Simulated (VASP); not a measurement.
A run of VASP 6.6.1 is set up as follows.

The input INCAR:

```
ALGO     = Normal         # electronic algorithm
EDIFF    = 1E-6           # SCF threshold, eV
EDIFFG   = -0.01          # ionic threshold
ENCUT    = 600            # plane-wave cutoff, eV
GGA      = PS             # functional
IBRION   = 2              # ionic algorithm
ISIF     = 3              # what is computed and relaxed
ISMEAR   = -1             # smearing method
LASPH    = True           # aspherical terms in the spheres
LCHARG   = False          # write CHGCAR
LREAL    = False          # projectors in reciprocal space
LWAVE    = False          # write WAVECAR
NELM     = 60             # most SCF steps
NSW      = 60             # ionic steps
PREC     = Accurate       # precision mode
PSTRESS  = 300.0        
SIGMA    = 0.05           # smearing width, eV
```

Contents of KPOINTS:

```
k-points
0
Gamma
  12 12 12
```

POSCAR

```
Zn
1.0
    0.0000000000      1.9647760000      1.9647760000
    1.9647760000      0.0000000000      1.9647760000
    1.9647760000      1.9647760000      0.0000000000
Zn
1
Direct
    0.0000000000      0.0000000000      0.0000000000
```

Potentials or basis: VASP PAW PBE potentials, release 64 (Zn).

Run with:

```sh
$ cat potpaw_PBE.64/Zn/POTCAR > POTCAR
$ mpirun -np 1 vasp_std > vasp.out
```

Q: Estimate the band gap on the k mesh.

A: Zero (band 6 reaches 7.57 eV, above the bottom of band 7 at 4.27 eV).

Q: What does it give for the relaxed cell?

A: a = 2.540 Å, b = 2.540 Å, c = 2.540 Å, α = 60.00°, β = 60.00°, γ = 60.00°.

Q: Predict the relaxed volume.

A: 11.59 Å³/atom.

Step by step:
| step | energy change (eV) | largest force (eV/Å) | pressure (GPa) | volume (Å³) |
| --- | --- | --- | --- | --- |
| 1 | 0.0000 | 0.0000 | -4.92 | 15.17 |
| 2 | 1.2824 | 0.0000 | 126.24 | 9.01 |
| 3 | 0.1521 | 0.0000 | 27.08 | 11.74 |
| 4 | 0.1720 | 0.0000 | 29.36 | 11.62 |
| 5 | 0.1840 | 0.0000 | 30.60 | 11.56 |
| 6 | 0.1718 | 0.0000 | 29.31 | 11.62 |
| 7 | 0.1789 | 0.0000 | 30.05 | 11.59 |

Caveat: the cell is relaxed towards a set pressure, so the enthalpy falls and the energy may rise; the volume moved by over 15 % at a fixed basis, so the end points are rough; the PAW data sets were made with another functional, which shifts forces and pressure a little.
